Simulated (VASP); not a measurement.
A run of VASP 6.6.1 is set up as follows.

Contents of INCAR:

```
SYSTEM = GaAs
ALGO     = Normal         ! electronic algorithm
EDIFF    = 1E-7           ! SCF threshold, eV
ENCUT    = 520            ! plane-wave cutoff, eV
GGA      = PE             ! functional
ISIF     = 2              ! what is computed and relaxed
ISMEAR   = -1             ! smearing method
LASPH    = .True.         ! aspherical terms in the spheres
LCHARG   = .True.         ! write CHGCAR
LELF     = .True.         ! ELF
LREAL    = .False.        ! projectors in reciprocal space
LVHAR    = .True.       
LWAVE    = .False.        ! write WAVECAR
NBANDS   = 16             ! bands
NELM     = 60             ! most SCF steps
PREC     = Accurate       ! precision mode
SIGMA    = 0.04           ! smearing width, eV
```

The input KPOINTS:

```
k-points
0
Gamma
  5 5 5
  0 0 0
```

The input POSCAR:

```
GaAs
1.0
    0.0000000000      2.8268500000      2.8268500000
    2.8268500000      0.0000000000      2.8268500000
    2.8268500000      2.8268500000      0.0000000000
As Ga
1 1
Direct
    0.7500000000      0.7500000000      0.7500000000
    0.0000000000      0.0000000000      0.0000000000
```

Potentials or basis: VASP PAW PBE potentials, release 64 (As, Ga_d).

Command:

```sh
$ cat potpaw_PBE.64/As/POTCAR potpaw_PBE.64/Ga_d/POTCAR > POTCAR
$ mpirun -np 1 vasp_std > vasp.out
```

(1) What does it give for the pressure?

(2) What does it give for the band gap on the k mesh?

## Answers

(1) 3.5 GPa.

(2) 0.52 eV, direct.
